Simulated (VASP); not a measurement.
## Ca: single point with revPBE

Crystal: Ca.

```
Ca
1.0
     0.00000    4.30927    4.30927
     4.30927    0.00000    4.30927
     4.30927    4.30927    0.00000
Ca
2
Cartesian
  1.0773 1.0773 1.0773
  7.5412 7.5412 7.5412
```

This cell differs from its parent crystal: volume scaled by 0.96.

```
Program                : VASP 6.6.1
Task                   : single point
Functional             : revPBE
Potentials or basis    : VASP PAW PBE potentials, release 64 (Ca_sv)
Cutoff                 : 520 eV
k mesh                 : 7 × 7 × 7
Occupations            : fermi-dirac, width 0.1 eV
Spin                   : no spin polarisation
Dipole correction      : no
Further INCAR settings : ALGO = Normal; EDIFF = 1e-06; NBANDS = 17
```

```json
{
 "Pressure": "0.2 GPa",
 "Band gap on the k mesh": "zero (band 10 reaches 0.62 eV, above the bottom of band 11 at -0.15 eV)"
}
```

Levels at points of the mesh, in eV from the Fermi level:
```csv
k point,band 7,band 8,band 9,band 10,band 11,band 12,band 13,band 14
"(0.00, 0.00, 0.00)",-24.16,-24.16,-2.97,0.64,0.64,0.64,0.89,0.89
```

It took 56 s on 1 thread of Intel(R) Xeon(R) Platinum 8559C (Emerald Rapids) (shared host), peak memory 0.31 GiB.

Caveat: the PAW data sets were made with another functional, which shifts forces and pressure a little.
